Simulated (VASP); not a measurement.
# TiSe (P6_3/mmc) in VASP: single point with PBEsol

Aim: the single point of TiSe with PBEsol.

Program: VASP 6.6.1. These are calculated values, not measurements. Logs are shortened: lines on timing, memory, paths and dates and some standing lists are left out, and cuts for length are marked.

### 1 The cell of the first run

The structure is hexagonal, space group P6_3/mmc (No. 194). The conventional cell has a = 3.559 Å, b = 3.559 Å, c = 6.220 Å, α = 90.00°, β = 90.00°, γ = 120.00°. Ti (site symmetry -3m) has 6 Se at 2.58 Å and 2 Ti at 3.11 Å within 3.4 Å. Se (site symmetry -6m2) has 6 Ti at 2.58 Å within 3.4 Å.

### 2 Single point, PBEsol

INCAR

```
PREC = Accurate
ENCUT = 520
EDIFF = 1E-6
ISMEAR = 1
SIGMA = 0.1
LREAL = F
LASPH = T
NELM = 100
ALGO = Normal
ISIF = 2
LWAVE = F
LCHARG = F
GGA = PS
NBANDS = 26
```

KPOINTS

```
regular mesh
0
Gamma
  7 7 4
```

POSCAR

```
TiSe
1.0
    3.5590000000      0.0000000000      0.0000000000
   -1.7795000000      3.0821840000      0.0000000000
    0.0000000000      0.0000000000      6.2200000000
Ti Se
2 2
Direct
    0.0000000000      0.0000000000      0.0000000000
    0.0000000000      0.0000000000      0.5000000000
    0.3333333333      0.6666666667      0.2500000000
    0.6666666667      0.3333333333      0.7500000000
```

Potentials or basis: VASP PAW PBE potentials, release 64 (Ti_sv, Se).

Launch:

```sh
cat potpaw_PBE.64/Ti_sv/POTCAR potpaw_PBE.64/Se/POTCAR > POTCAR
mpirun -np 1 vasp_std > vasp.out
```

OUTCAR:

```text
PREC = Accurate
   ENCUT = 520
   EDIFF = 1E-6
   ISMEAR = 1
   LREAL = F
   LASPH = T
   NELM = 100
   ISIF = 2
   GGA = PS

 ion  position               nearest neighbor table
   1  0.000  0.000  0.000-   3 2.58   4 2.58   4 2.58   3 2.58   4 2.58   3 2.58
   2  0.000  0.000  0.500-   3 2.58   4 2.58   4 2.58   3 2.58   4 2.58   3 2.58
   3  0.333  0.667  0.250-   1 2.58   2 2.58   1 2.58   2 2.58   1 2.58   2 2.58
   4  0.667  0.333  0.750-   1 2.58   2 2.58   1 2.58   2 2.58   1 2.58   2 2.58

  LATTYP: Found a hexagonal cell.
 ALAT       =     3.5590000000
 C/A-ratio  =     1.7476819331

  Lattice vectors:

 A1 = (   3.5590000000,   0.0000000000,   0.0000000000)
 A2 = (  -1.7795000000,   3.0821840000,   0.0000000000)
 A3 = (   0.0000000000,   0.0000000000,   6.2200000000)

Analysis of symmetry for initial positions (statically):
=====================================================================
 Subroutine PRICEL returns:
 Original cell was already a primitive cell.

 Routine SETGRP: Setting up the symmetry group for a
 hexagonal supercell.

 Subroutine GETGRP returns: Found 24 space group operations
 (whereof 12 operations were pure point group operations)
 out of a pool of 24 trial point group operations.

The static configuration has the point symmetry D_3d.
 The point group associated with its full space group is D_6h.

Analysis of symmetry for dynamics (positions and initial velocities):
=====================================================================
 Subroutine PRICEL returns:
 Original cell was already a primitive cell.

 Routine SETGRP: Setting up the symmetry group for a
 hexagonal supercell.

 Subroutine GETGRP returns: Found 24 space group operations
 (whereof 12 operations were pure point group operations)
 out of a pool of 24 trial point group operations.

The dynamic configuration has the point symmetry D_3d.
 The point group associated with its full space group is D_6h.

 Subroutine INISYM returns: Found 24 space group operations
 (whereof 12 operations are pure point group operations),
 and found     1 'primitive' translations

----------------------------------------------------------------------------------------

                                     Primitive cell

  volume of cell :      68.2302

  direct lattice vectors                    reciprocal lattice vectors
     3.559000000  0.000000000  0.000000000     0.280977803  0.162222632  0.000000000
    -1.779500000  3.082184000  0.000000000     0.000000000  0.324445263  0.000000000
     0.000000000  0.000000000  6.220000000     0.000000000  0.000000000  0.160771704

  length of vectors
     3.559000000  3.558999643  6.220000000     0.324445231  0.324445263  0.160771704

  position of ions in fractional coordinates (direct lattice)
     0.000000000  0.000000000  0.000000000
     0.000000000  0.000000000  0.500000000
     0.333333333  0.666666667  0.250000000
     0.666666667  0.333333333  0.750000000

  ion indices of the primitive-cell ions
   primitive index   ion index
                 1           1
                 2           2
                 3           3
                 4           4

----------------------------------------------------------------------------------------

 KPOINTS: regular mesh

Automatic generation of k-mesh.
 Grid dimensions read from file:
 generate k-points for:    7    7    4

 Generating k-lattice:

  Cartesian coordinates                     Fractional coordinates (reciprocal lattice)
     0.040139686  0.023174662  0.000000000     0.142857143  0.000000000  0.000000000
     0.000000000  0.046349323  0.000000000     0.000000000  0.142857143  0.000000000
     0.000000000  0.000000000  0.040192926     0.000000000  0.000000000  0.250000000

  Length of vectors
     0.046349319  0.046349323  0.040192926

  Shift w.r.t. Gamma in fractional coordinates (k-lattice)
     0.000000000  0.000000000  0.000000000

 Subroutine IBZKPT returns following result:
 ===========================================

 Found     24 irreducible k-points:

 Following reciprocal coordinates:
            Coordinates               Weight
  0.000000  0.000000  0.000000      1.000000
  0.142857 -0.000000  0.000000      6.000000
  0.285714  0.000000  0.000000      6.000000
  0.428571 -0.000000  0.000000      6.000000
  0.142857  0.142857  0.000000      6.000000
  0.285714  0.142857  0.000000     12.000000
[... 16 lines left out ...]
  0.428571  0.142857  0.500000      6.000000
  0.285714  0.285714  0.500000      6.000000
   k-points           NKPTS =     24   k-points in BZ     NKDIM =     24   number of bands    NBANDS=     26
   number of dos      NEDOS =    301   number of ions     NIONS =      4
   total plane-waves  NPLWV =  37632
   dimension x,y,z NGX =    28 NGY =   28 NGZ =   48
   dimension x,y,z NGXF=    56 NGYF=   56 NGZF=   96
   ions per type =               2   2
   NGX,Y,Z   is equivalent  to a cutoff of  13.08, 13.08, 12.83 a.u.
   NGXF,Y,Z  is equivalent  to a cutoff of  26.16, 26.16, 25.66 a.u.
 SYSTEM =  unknown system
   PREC   = accura    normal or accurate (medium, high low for compatibility)
   ISTART =      0    job   : 0-new  1-cont  2-samecut
   ICHARG =      2    charge: 1-file 2-atom 10-const
   ISPIN  =      1    spin polarized calculation?
   LNONCOLLINEAR =      F non collinear calculations
   LSORBIT =      F    spin-orbit coupling
   LASPH  =      T    aspherical Exc in radial PAW
   ENCUT  =  520.0 eV  38.22 Ry    6.18 a.u.   6.62  6.62 11.57*2*pi/ulx,y,z
   NELM   =    100;   NELMIN=  2; NELMDL= -5     # of ELM steps
   EDIFF  = 0.1E-05   stopping-criterion for ELM
   LREAL  =      F    real-space projection
   EDIFFG = 0.1E-04   stopping-criterion for IOM
   NSW    =      0    number of steps for IOM
   IBRION =     -1    ionic relax: 0-MD 1-quasi-New 2-CG
   NFREE  =      0    steps in history (QN), initial steepest desc. (CG)
   ISIF   =      2    stress and relaxation
   ISYM   =      2    0-nonsym 1-usesym 2-fastsym
   POTIM  = 0.5000    time-step for ionic-motion
   TEBEG  =    0.0;   TEEND  =   0.0 temperature during run
   PSTRESS=    0.0 pullay stress
   NELECT =      36.0000    total number of electrons
   NUPDOWN=      -1.0000    fix difference up-down
   EMIN   =  10.00;   EMAX   =-10.00  energy-range for DOS
   EFERMI =   0.00;   METHOD = LEGACY
   ISMEAR =     1;   SIGMA  =   0.10  broadening in eV -4-tet -1-fermi 0-gaus
   EFERMI_NEDOS =   21; number of points for ismear=-14 and -15
   IALGO  =     38    algorithm
   IMIX   =      4    mixing-type and parameters
     AMIX     =   0.40;   BMIX     =  1.00
     AMIX_MAG =   1.60;   BMIX_MAG =  1.00
  volume/ion in A,a.u.               =      17.06       115.11
  Fermi-wavevector in a.u.,A,eV,Ry     =   1.322869  2.499859 23.809939  1.749981
  Thomas-Fermi vector in A             =   2.452518
   LORBIT       =      0    0 simple, 1 ext, 2 COOP (PROOUT), +10 PAW based schemes
   GGA     = PS    functional components
   LHFCALC =     F    Hartree Fock is set to
   AEXX    =    0.0000 exact exchange contribution
   IVDW    =     0    specifies the selected vdW correction
   LEPSILON=     F    determine dielectric tensor
   LRPA    =     F    only Hartree local field effects (RPA)
 non-spin polarized calculation
 Methfessel and Paxton  Order N= 1 SIGMA  =   0.10
  energy-cutoff  :      520.00
  volume of cell :       68.23
 maximum number of plane-waves:      1865
 NGX is ok and might be reduce to    28
   NGX = 13   NGY = 13   NGZ = 23

 number of electron      35.9999994 magnetization

 Free energy of the ion-electron system (eV)
  ---------------------------------------------------
  ext. energy  EPLUGINS =         0.00000000
  ---------------------------------------------------
  free energy    TOTEN  =       -28.93531780 eV

  energy without entropy =      -28.93356352  energy(sigma->0) =      -28.93473304

 E-fermi :   8.6967     XC(G=0): -11.4694

 val. band max:        8.6854417249   @ k =   0.1429   0.1429   0.5000
 cond. band min:       8.7019113044   @ k =   0.1429  -0.0000   0.2500
 fundamental gap:      0.0164695795
 Fermi energy:         8.6967405837

 k-point     1 :       0.0000    0.0000    0.0000
  band No.  band energies     occupation
      1     -48.4547      2.00000
      2     -48.4336      2.00000
      3     -24.9464      2.00000
      4     -24.8595      2.00000
      5     -24.8595      2.00000
      6     -24.8349      2.00000
[... 18 lines left out ...]
     25      11.9541      0.00000
     26      12.0467      0.00000

 k-point     2 :       0.1429   -0.0000    0.0000
  band No.  band energies     occupation
      1     -48.4532      2.00000
      2     -48.4323      2.00000
      3     -24.9408      2.00000
      4     -24.8787      2.00000
      5     -24.8638      2.00000
      6     -24.8509      2.00000
[... 18 lines left out ...]
     25      11.5621      0.00000
     26      12.3370      0.00000

 k-point     3 :       0.2857    0.0000    0.0000
  band No.  band energies     occupation
      1     -48.4498      2.00000
      2     -48.4292      2.00000
      3     -24.9291      2.00000
      4     -24.9205      2.00000
      5     -24.8866      2.00000
      6     -24.8734      2.00000
[... 18 lines left out ...]
     25      11.4105      0.00000
     26      12.3156      0.00000

 k-point     4 :       0.4286   -0.0000    0.0000
  band No.  band energies     occupation
      1     -48.4471      2.00000
      2     -48.4267      2.00000
      3     -24.9562      2.00000
      4     -24.9172      2.00000
      5     -24.9151      2.00000
      6     -24.8812      2.00000
[... 18 lines left out ...]
     25      12.1747      0.00000
     26      12.6573      0.00000
[... 496 lines left out ...]
      1     -48.4375      2.00000
      2     -48.4375      2.00000
      3     -24.9211      2.00000
      4     -24.9211      2.00000
      5     -24.8733      2.00000
      6     -24.8733      2.00000
[... 18 lines left out ...]
     25      11.7660      0.00000
     26      11.7660      0.00000

 k-point    23 :       0.4286    0.1429    0.5000
  band No.  band energies     occupation
      1     -48.4362      2.00000
      2     -48.4362      2.00000
      3     -24.9341      2.00000
      4     -24.9341      2.00000
      5     -24.8793      2.00000
      6     -24.8793      2.00000
[... 18 lines left out ...]
     25      12.2159      0.00000
     26      12.2281      0.00000

 k-point    24 :       0.2857    0.2857    0.5000
  band No.  band energies     occupation
      1     -48.4359      2.00000
      2     -48.4359      2.00000
      3     -24.9214      2.00000
      4     -24.9214      2.00000
      5     -24.8968      2.00000
      6     -24.8968      2.00000
[... 18 lines left out ...]
     25      12.3880      0.00000
     26      12.3880      0.00000

------------------------ aborting loop because EDIFF is reached ----------------------------------------

  FORCE on cell =-STRESS in cart. coord.  units (eV):
  Direction    XX          YY          ZZ          XY          YZ          ZX
  --------------------------------------------------------------------------------------
  -------------------------------------------------------------------------------------
  Total       -1.5151695     -1.5151691      2.3633549      0.0000000     -0.0000000      0.0000000
  in kB      -35.5790935    -35.5790840     55.4961169      0.0000000     -0.0000000      0.0000000
  external PRESSURE =      -5.2206869 kB  Pullay stress =       0.0000000 kB

 VOLUME and BASIS-vectors are now :
 -----------------------------------------------------------------------------
  energy-cutoff  :      520.00
  volume of cell :       68.23
      direct lattice vectors                 reciprocal lattice vectors
     3.559000000  0.000000000  0.000000000     0.280977803  0.162222632  0.000000000
    -1.779500000  3.082184000  0.000000000     0.000000000  0.324445263  0.000000000
     0.000000000  0.000000000  6.220000000     0.000000000  0.000000000  0.160771704

 POSITION                                       TOTAL-FORCE (eV/Angst)
 -----------------------------------------------------------------------------------
      0.00000      0.00000      0.00000        -0.000000      0.000000      0.000000
      0.00000      0.00000      3.11000        -0.000000      0.000000      0.000000
     -0.00000      2.05479      1.55500         0.000000     -0.000000      0.000000
      1.77950      1.02739      4.66500        -0.000000      0.000000     -0.000000
 -----------------------------------------------------------------------------------
    total drift:                               -0.000000      0.000000      0.000000

  FREE ENERGIE OF THE ION-ELECTRON SYSTEM (eV)
  ---------------------------------------------------
  free  energy   TOTEN  =       -28.9353177958 eV

  energy  without entropy=      -28.9335635220  energy(sigma->0) =      -28.93473304
```

Run time: 48 s. Hardware: 1 thread of Intel Xeon Platinum 8488C (Sapphire Rapids), shared host; peak memory 0.2 GiB.

Results:

```yaml
Free_energy: -28.9353 eV
Pressure: -0.5 GPa
Band_gap_on_the_k_mesh: zero (band 18 reaches 8.90 eV, above the bottom of band 19 at 8.24 eV)
```

Caveat: the PAW data sets were made with another functional, which shifts forces and pressure a little.
